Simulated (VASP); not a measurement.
# Yb (Fm-3m) in VASP: relaxation of cell and atoms with PBE

Aim: the relaxation of cell and atoms of Yb with PBE.

Everything below comes from runs of VASP 6.6.1. Logs are shortened: lines on timing, memory, paths and dates and some standing lists are left out, and cuts for length are marked.

## 1. The cell of the first run

Symmetry: Fm-3m, No. 225, cubic system. Conventional cell: a = 5.045 Å, b = 5.045 Å, c = 5.045 Å, α = 90.00°, β = 90.00°, γ = 90.00°. Yb (site symmetry m-3m) has 12 Yb at 3.57 Å within 4.7 Å.

## 2. Relaxation of cell and atoms, PBE, target pressure 2.4 GPa, at which the enthalpy is minimised

Contents of INCAR:

```
PREC = Accurate
ENCUT = 690
EDIFF = 1E-7
ISMEAR = -1
SIGMA = 0.05
LREAL = F
LASPH = T
NELM = 300
ALGO = All
ISIF = 3
LWAVE = F
LCHARG = F
GGA = PE
IBRION = 2
NSW = 32
EDIFFG = -0.005
PSTRESS = 24.0
GGA_COMPAT = F
NELMIN = 4
LMAXMIX = 6
ISEARCH = 1
KPAR = 4
```

Contents of KPOINTS:

```
regular mesh
0
Gamma
  13 13 13
```

Contents of POSCAR:

```
Yb
1.0
    0.0000000000      2.5223914897      2.5223914897
    2.5223914897      0.0000000000      2.5223914897
    2.5223914897      2.5223914897      0.0000000000
Yb
1
Direct
    0.0000000000      0.0000000000      0.0000000000
```

Potentials or basis: VASP PAW PBE potentials, release 64 (Yb).

Launch:

```sh
$ cat potpaw_PBE.64/Yb/POTCAR > POTCAR
$ mpirun -np 4 vasp_std > vasp.out
```

OUTCAR:

```text
PREC = Accurate
   ENCUT = 690
   EDIFF = 1E-7
   ISMEAR = -1
   LREAL = F
   LASPH = T
   NELM = 300
   ISIF = 3
   GGA = PE
   IBRION = 2
   NSW = 32
   EDIFFG = -0.005
   PSTRESS = 24.0
   NELMIN = 4

 ion  position               nearest neighbor table
   1  0.000  0.000  0.000-

  LATTYP: Found a face centered cubic cell.
 ALAT       =     5.0447829794

  Lattice vectors:

 A1 = (   0.0000000000,   2.5223914897,   2.5223914897)
 A2 = (   2.5223914897,   0.0000000000,   2.5223914897)
 A3 = (   2.5223914897,   2.5223914897,   0.0000000000)

Analysis of symmetry for initial positions (statically):
=====================================================================
 Subroutine PRICEL returns:
 Original cell was already a primitive cell.

 Routine SETGRP: Setting up the symmetry group for a
 face centered cubic supercell.

 Subroutine GETGRP returns: Found 48 space group operations
 (whereof 48 operations were pure point group operations)
 out of a pool of 48 trial point group operations.

The static configuration has the point symmetry O_h .

Analysis of symmetry for dynamics (positions and initial velocities):
=====================================================================
 Subroutine PRICEL returns:
 Original cell was already a primitive cell.

 Routine SETGRP: Setting up the symmetry group for a
 face centered cubic supercell.

 Subroutine GETGRP returns: Found 48 space group operations
 (whereof 48 operations were pure point group operations)
 out of a pool of 48 trial point group operations.

The dynamic configuration has the point symmetry O_h .

 Subroutine INISYM returns: Found 48 space group operations
 (whereof 48 operations are pure point group operations),
 and found     1 'primitive' translations

----------------------------------------------------------------------------------------

                                     Primitive cell

  volume of cell :      32.0972

  direct lattice vectors                    reciprocal lattice vectors
     0.000000000  2.522391490  2.522391490    -0.198224583  0.198224583  0.198224583
     2.522391490  0.000000000  2.522391490     0.198224583 -0.198224583  0.198224583
     2.522391490  2.522391490  0.000000000     0.198224583  0.198224583 -0.198224583

  length of vectors
     3.567200254  3.567200254  3.567200254     0.343335048  0.343335048  0.343335048

  position of ions in fractional coordinates (direct lattice)
     0.000000000  0.000000000  0.000000000

  ion indices of the primitive-cell ions
   primitive index   ion index
                 1           1

----------------------------------------------------------------------------------------

 KPOINTS: regular mesh

Automatic generation of k-mesh.
 Grid dimensions read from file:
 generate k-points for:   13   13   13

 Generating k-lattice:

  Cartesian coordinates                     Fractional coordinates (reciprocal lattice)
    -0.015248045  0.015248045  0.015248045     0.076923077  0.000000000  0.000000000
     0.015248045 -0.015248045  0.015248045     0.000000000  0.076923077  0.000000000
     0.015248045  0.015248045 -0.015248045     0.000000000  0.000000000  0.076923077

  Length of vectors
     0.026410388  0.026410388  0.026410388

  Shift w.r.t. Gamma in fractional coordinates (k-lattice)
     0.000000000  0.000000000  0.000000000

 Subroutine IBZKPT returns following result:
 ===========================================

 Found     84 irreducible k-points:

 Following reciprocal coordinates:
            Coordinates               Weight
  0.000000  0.000000  0.000000      1.000000
  0.076923  0.000000  0.000000      8.000000
  0.153846  0.000000  0.000000      8.000000
  0.230769  0.000000  0.000000      8.000000
  0.307692  0.000000  0.000000      8.000000
  0.384615  0.000000  0.000000      8.000000
[... 16 lines left out ...]
  0.384615  0.153846  0.000000     24.000000
  0.461538  0.153846  0.000000     24.000000
 [... further k-points ...]
   k-points           NKPTS =     84   k-points in BZ     NKDIM =     84   number of bands    NBANDS=     16
   number of dos      NEDOS =    301   number of ions     NIONS =      1
   total plane-waves  NPLWV =  32768
   dimension x,y,z NGX =    32 NGY =   32 NGZ =   32
   dimension x,y,z NGXF=    64 NGYF=   64 NGZF=   64
   ions per type =               1
   NGX,Y,Z   is equivalent  to a cutoff of  14.91, 14.91, 14.91 a.u.
   NGXF,Y,Z  is equivalent  to a cutoff of  29.83, 29.83, 29.83 a.u.
 SYSTEM =  unknown system
   PREC   = accura    normal or accurate (medium, high low for compatibility)
   ISTART =      0    job   : 0-new  1-cont  2-samecut
   ICHARG =      2    charge: 1-file 2-atom 10-const
   ISPIN  =      1    spin polarized calculation?
   LNONCOLLINEAR =      F non collinear calculations
   LSORBIT =      F    spin-orbit coupling
   LASPH  =      T    aspherical Exc in radial PAW
   ENCUT  =  690.0 eV  50.71 Ry    7.12 a.u.   7.64  7.64  7.64*2*pi/ulx,y,z
   NELM   =    300;   NELMIN=  4; NELMDL= -5     # of ELM steps
   EDIFF  = 0.1E-06   stopping-criterion for ELM
   LREAL  =      F    real-space projection
   EDIFFG = -.5E-02   stopping-criterion for IOM
   NSW    =     32    number of steps for IOM
   IBRION =      2    ionic relax: 0-MD 1-quasi-New 2-CG
   NFREE  =      1    steps in history (QN), initial steepest desc. (CG)
   ISIF   =      3    stress and relaxation
   ISYM   =      2    0-nonsym 1-usesym 2-fastsym
   POTIM  = 0.5000    time-step for ionic-motion
   TEBEG  =    0.0;   TEEND  =   0.0 temperature during run
   PSTRESS=   24.0 pullay stress
   NELECT =      24.0000    total number of electrons
   NUPDOWN=      -1.0000    fix difference up-down
   EMIN   =  10.00;   EMAX   =-10.00  energy-range for DOS
   EFERMI =   0.00;   METHOD = LEGACY
   ISMEAR =    -1;   SIGMA  =   0.05  broadening in eV -4-tet -1-fermi 0-gaus
   EFERMI_NEDOS =   21; number of points for ismear=-14 and -15
   IALGO  =     58    algorithm
   IMIX   =      4    mixing-type and parameters
     AMIX     =   0.40;   BMIX     =  1.00
     AMIX_MAG =   1.60;   BMIX_MAG =  1.00
  volume/ion in A,a.u.               =      32.10       216.60
  Fermi-wavevector in a.u.,A,eV,Ry     =   1.485899  2.807943 30.040265  2.207897
  Thomas-Fermi vector in A             =   2.599253
   LORBIT       =      0    0 simple, 1 ext, 2 COOP (PROOUT), +10 PAW based schemes
   GGA     = PE    functional components
   LHFCALC =     F    Hartree Fock is set to
   AEXX    =    0.0000 exact exchange contribution
   IVDW    =     0    specifies the selected vdW correction
   LEPSILON=     F    determine dielectric tensor
   LRPA    =     F    only Hartree local field effects (RPA)
 conjugate gradient relaxation of ions
 non-spin polarized calculation
  energy-cutoff  :      690.00
  volume of cell :       32.10
 maximum number of plane-waves:      1363
   NGX = 15   NGY = 15   NGZ = 15

--------------------------------------- Ionic step        1  -------------------------------------------

 number of electron      23.9999996 magnetization

 Free energy of the ion-electron system (eV)
  ---------------------------------------------------
  ext. energy  EPLUGINS =         0.00000000
  ---------------------------------------------------
  free energy    TOTEN  =        -3.55315918 eV

  energy without entropy =       -3.54055560  energy(sigma->0) =       -3.54685739

------------------------ aborting loop because EDIFF is reached ----------------------------------------

  FORCE on cell =-STRESS in cart. coord.  units (eV):
  Direction    XX          YY          ZZ          XY          YZ          ZX
  --------------------------------------------------------------------------------------
  -------------------------------------------------------------------------------------
  Total        0.4334733      0.4334733      0.4334733     -0.0000000     -0.0000000      0.0000000
  in kB       21.6374197     21.6374197     21.6374197     -0.0000000     -0.0000000      0.0000000
  external PRESSURE =      -2.3625803 kB  Pullay stress =      24.0000000 kB
[... 59 lines left out ...]
  enthalpy is  TOTEN    =        -3.0725931720 eV   P V=        0.4775180331

--------------------------------------- Ionic step        3  -------------------------------------------

 number of electron      23.9999998 magnetization

 E-fermi :   1.9958     XC(G=0): -10.0048

 val. band max:        1.9857808596   @ k =  -0.3077   0.3846   0.1538
 cond. band min:       2.0364310582   @ k =  -0.3846   0.3077   0.0000
 fundamental gap:      0.0506501987
 Fermi energy:         1.9958441442

 k-point     1 :       0.0000    0.0000    0.0000
  band No.  band energies     occupation
      1     -49.6455      2.00000
      2     -21.7413      2.00000
      3     -21.7413      2.00000
      4     -21.7413      2.00000
      5      -3.4389      2.00000
      6       1.4475      1.99996
[... 8 lines left out ...]
     15       4.9730      0.00000
     16       7.3883      0.00000
[... 420 lines left out ...]
  band No.  band energies     occupation
      1     -49.6151      2.00000
      2     -22.1888      2.00000
      3     -21.8658      2.00000
      4     -21.8359      2.00000
      5       0.1605      2.00000
      6       1.4909      1.99992
[... 8 lines left out ...]
     15       5.3610      0.00000
     16       8.4503      0.00000

 [... further k-points ...]
[... 5 lines left out ...]
  --------------------------------------------------------------------------------------
  -------------------------------------------------------------------------------------
  Total        0.4850743      0.4850743      0.4850743      0.0000000     -0.0000000      0.0000000
  in kB       24.4983146     24.4983146     24.4983146      0.0000000     -0.0000000      0.0000000
  external PRESSURE =       0.4983146 kB  Pullay stress =      24.0000000 kB
[... 96 lines left out ...]
  enthalpy is  TOTEN    =        -3.0726101852 eV   P V=        0.4768712577

--------------------------------------- Ionic step        6  -------------------------------------------

 number of electron      23.9999998 magnetization

 Free energy of the ion-electron system (eV)
  ---------------------------------------------------
  ext. energy  EPLUGINS =         0.00000000
  ---------------------------------------------------
  free energy    TOTEN  =        -3.54896647 eV

  energy without entropy =       -3.53629308  energy(sigma->0) =       -3.54262977

 E-fermi :   1.9885     XC(G=0):  -9.9936

 val. band max:        1.9779439908   @ k =  -0.3077   0.3846   0.1538
 cond. band min:       2.0289969006   @ k =  -0.3846   0.3077   0.0000
 fundamental gap:      0.0510529097
 Fermi energy:         1.9884559813

 k-point     1 :       0.0000    0.0000    0.0000
  band No.  band energies     occupation
      1     -49.6546      2.00000
      2     -21.7526      2.00000
      3     -21.7526      2.00000
      4     -21.7526      2.00000
      5      -3.4421      2.00000
      6       1.4414      1.99996
[... 8 lines left out ...]
     15       4.9627      0.00000
     16       7.3721      0.00000
[... 420 lines left out ...]
  band No.  band energies     occupation
      1     -49.6246      2.00000
      2     -22.1966      2.00000
      3     -21.8761      2.00000
      4     -21.8464      2.00000
      5       0.1527      2.00000
      6       1.4848      1.99991
[... 8 lines left out ...]
     15       5.3494      0.00000
     16       8.4282      0.00000

 [... further k-points ...]
[... 5 lines left out ...]
  --------------------------------------------------------------------------------------
  -------------------------------------------------------------------------------------
  Total        0.4801200      0.4801200      0.4801200      0.0000000      0.0000000      0.0000000
  in kB       24.1899525     24.1899525     24.1899525      0.0000000      0.0000000      0.0000000
  external PRESSURE =       0.1899525 kB  Pullay stress =      24.0000000 kB
[... 16 lines left out ...]
  FREE ENERGIE OF THE ION-ELECTRON SYSTEM (eV)
  ---------------------------------------------------
  free  energy   TOTEN  =        -3.5489664695 eV

  energy  without entropy=       -3.5362957097  energy(sigma->0) =       -3.54263109

  enthalpy is  TOTEN    =        -3.0726166636 eV   P V=        0.4763498058

 reached required accuracy - stopping structural energy minimisation
```

Wall time 7.2 min (4 MPI ranks of Intel Xeon Platinum 8259CL at 2.50GHz (Skylake/Cascade Lake), shared host); peak memory 0.3 GiB.

Results:

| Quantity | Value |
| --- | --- |
| Free energy | -3.5490 eV |
| Relaxed volume | 31.80 Å³/atom |
| Relaxed cell | a = 3.556 Å, b = 3.556 Å, c = 3.556 Å, α = 60.00°, β = 60.00°, γ = 60.00° |
| Space group after relaxing (to 0.1 Å) | Fm-3m (No. 225) |
| Energy change on relaxing (the run minimises the enthalpy) | +4.2 meV/atom |
| Ionic steps | 6 |
| Pressure after relaxing | 2.4 GPa |
| Band gap on the k mesh | zero (bands 12 and 13 overlap by 0.05 eV) |

Step by step:
| step | energy change (eV) | largest force (eV/Å) | pressure (GPa) | volume (Å³) |
| --- | --- | --- | --- | --- |
| 1 | 0.0000 | 0.0000 | 2.16 | 32.10 |
| 2 | 0.0030 | 0.0000 | 2.29 | 31.88 |
| 3 | 0.0053 | 0.0000 | 2.45 | 31.72 |
| 4 | 0.0046 | 0.0000 | 2.43 | 31.77 |
| 5 | 0.0037 | 0.0000 | 2.36 | 31.83 |
| 6 | 0.0042 | 0.0000 | 2.42 | 31.80 |

Final structure:
```
CELL_PARAMETERS angstrom
0.00000 2.51458 2.51458
2.51458 0.00000 2.51458
2.51458 2.51458 0.00000
ATOMIC_POSITIONS crystal
Yb 0.00000 0.00000 0.00000
```

Caveat: the cell is relaxed towards a set pressure, so the run minimises the enthalpy, not the energy; spin-orbit coupling is left out, which moves the levels of the heavy elements. Spin polarisation is off, so any magnetic state and its effect on volume and gap are missing.

The gap in the log of VASP goes by the Fermi energy; the results here count the filled bands.